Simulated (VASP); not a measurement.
Sb: electric field gradients with PBEsol

Crystal: Sb.

```
CELL_PARAMETERS angstrom
0.00000 2.35021 2.35021
2.35021 0.00000 2.35021
2.35021 2.35021 0.00000
ATOMIC_POSITIONS crystal
Sb 0.00000 0.00000 0.00000
```

This cell differs from its parent crystal: volume scaled by 1.06.

```json
{
 "Program": "VASP 6.6.1",
 "Task": "electric field gradients",
 "Functional": "PBEsol",
 "Potentials or basis": "VASP PAW PBE potentials, release 64 (Sb)",
 "Cutoff": "520 eV",
 "k mesh": "12 × 12 × 12",
 "Occupations": "fermi-dirac, width 0.05 eV",
 "Spin": "no spin polarisation",
 "Dipole correction": "no",
 "Further INCAR settings": "ALGO = Normal; EDIFF = 1e-08; NBANDS = 8"
}
```

The pressure is 0.7 GPa.

Levels at points of the mesh, in eV from the Fermi level:
```csv
k point,band 1,band 2,band 3,band 4,band 5,band 6,band 7
"(0.00, 0.00, 0.00)",-13.26,5.56,5.56,5.56,10.08,10.08,10.08
"(0.50, 0.00, 0.00)",-9.30,-6.09,3.78,3.78,8.39,9.19,9.19
"(0.50, 0.50, 0.00)",-7.57,-5.16,0.35,0.35,4.13,4.57,17.85
```

Run time: 15 s on 1 thread of Intel(R) Xeon(R) Platinum 8259CL CPU @ 2.50GHz (Skylake/Cascade Lake), with other jobs on the host, peak memory 0.16 GiB.

Caveat: without QUAD_EFG the Cq values of the log hold for a quadrupole moment of 1 mb, not for the nuclei; the PAW data sets were made with another functional, which shifts forces and pressure a little; spin-orbit coupling is left out, which moves the levels of the heavy elements.
